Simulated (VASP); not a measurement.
Write the native input for VASP 6.6.1 that does the following.

```
Task                   : single point
Functional             : PBE
Potentials or basis    : VASP PAW PBE potentials, release 64 (Ta_pv, N)
Cutoff                 : 520 eV
k mesh                 : 5 × 5 × 8
Occupations            : methfessel-paxton, width 0.1 eV
Spin                   : no spin polarisation
Dipole correction      : no
Further INCAR settings : ALGO = Normal; EDIFF = 1e-07; NBANDS = 33
```

The structure of TaN lies in POSCAR:

```
TaN
1.0
    5.1910000000      0.0000000000      0.0000000000
   -2.5955000000      4.4955380000      0.0000000000
    0.0000000000      0.0000000000      2.9080000000
Ta N
3 3
Direct
    0.0000000000      0.0000000000      0.0000000000
    0.3333333333      0.6666666667      0.5000000000
    0.6666666667      0.3333333333      0.5000000000
    0.5000000000      0.0000000000      0.0000000000
    0.5000000000      0.5000000000      0.0000000000
    0.0000000000      0.5000000000      0.0000000000
```

These files were run (other wordings do the same):

INCAR

```
SYSTEM = TaN
  PREC = Accurate
  ENCUT = 520
  EDIFF = 1E-7
  ISMEAR = 1
  SIGMA = 0.1
  LREAL = .False.
  LASPH = .True.
  NELM = 60
  ALGO = Normal
  ISIF = 2
  LWAVE = .False.
  LCHARG = .True.
  GGA = PE
  LELF = .True.
  LVHAR = .True.
  NBANDS = 33
```

KPOINTS

```
Automatic mesh
0
Gamma
  5 5 8
  0 0 0
```

Potentials or basis: VASP PAW PBE potentials, release 64 (Ta_pv, N).

Launch:

```console
$ cat potpaw_PBE.64/Ta_pv/POTCAR potpaw_PBE.64/N/POTCAR > POTCAR
$ mpirun -np 1 vasp_std > vasp.out
```

Results of the run:

```yaml
Pressure: 10.5 GPa
Band_gap_on_the_k_mesh: zero (band 24 reaches 9.08 eV, above the bottom of band 25 at 6.96 eV)
```

Caveat: spin-orbit coupling is left out, which moves the levels of the heavy elements.

It took 110 s on 1 thread of Intel Xeon 8259CL, on a shared host, peak memory 0.21 GiB.
